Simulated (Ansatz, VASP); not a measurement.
Two plane-wave programs on Zn

```
Zn
1.0
     2.62149    0.00000    0.00000
     0.00000    2.62149    0.00000
     0.00000    0.00000    2.62149
Zn
1
Direct
  0.00000 0.00000 0.00000
```

Alike in both runs: functional r2SCAN; k mesh 6 × 6 × 6; occupations gaussian, width 0.1 eV; no spin polarisation.

Ansatz relaxed the structure, and its values are those at the end. VASP's run is a single point on that final structure, the one shown.

|  | VASP | Ansatz |
| --- | --- | --- |
| version | VASP 6.6.1 | Ansatz 0.2.0 |
| potentials or method | VASP PAW PBE potentials, release 64 (Zn), cutoff 520 eV | scalar-relativistic, plane waves, PAW |
| valence electrons in the cell | 12 | 12 |

VASP gave:

```
gap on the k mesh at the Fermi level (eV) : none
pressure (GPa)                            : -0.1
```

Task: Estimate Ansatz's values.

Result: gap on the k mesh at the Fermi level (eV): none; pressure (GPa): -0.3.

VASP's potentials were made for PBE, not for r2SCAN. A gap of «none» marks a metal or a gap that the smearing closes. With one functional, cell and mesh, what is left measures potentials, basis and numerics.

The k mesh is coarse, so the values compare programs but aren't converged.
